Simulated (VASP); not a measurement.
Set up this calculation in VASP 6.6.1, as the native input.

| Quantity | Value |
| --- | --- |
| Task | single point |
| Functional | LDA |
| Potentials or basis | VASP PAW LDA potentials, release 64 (Fe) |
| Cutoff | 520 eV |
| k mesh | 13 × 13 × 13 |
| Occupations | gaussian, width 0.02 eV |
| Spin | collinear spin, ferromagnetic start |
| Starting moments | [3.0] μB |
| Dipole correction | no |
| Further INCAR settings | ALGO = Fast; EDIFF = 1e-06; NBANDS = 14 |

The structure of Fe lies in POSCAR:

```
Fe
1.0
    0.0000000000      1.9417396906      1.9651051623
    1.4984397099      0.0000000000      1.9651051623
    1.4984397099      1.9417396906      0.0000000000
Fe
1
Direct
    0.0000000000      0.0000000000      0.0000000000
```

One way to write it, as run:

INCAR

```
ALGO = Fast
EDIFF = 1E-6
ENCUT = 520
ISIF = 2
ISMEAR = 0
ISPIN = 2
LASPH = True
LCHARG = True
LELF = True
LMAXMIX = 4
LORBIT = 11
LREAL = False
LVHAR = True
LWAVE = False
MAGMOM = 3
NBANDS = 14
NELM = 150
PREC = Accurate
SIGMA = 0.02
```

KPOINTS

```
k-points
0
Gamma
  13 13 13
```

Potentials or basis: VASP PAW LDA potentials, release 64 (Fe).

Command:

```bash
$ cat potpaw_LDA.64/Fe/POTCAR > POTCAR
$ mpirun -np 1 vasp_std > vasp.out
```

Results of the run:

The pressure is -19.6 GPa, the net moment is 2.11 μB per cell and the site moments are Fe +2.08 μB. The valence electrons inside the program's atomic spheres are Fe 7.27.

Wall time 37 s on 1 thread of Intel(R) Xeon(R) 6975P-C (Granite Rapids) (shared host), peak memory 0.18 GiB.
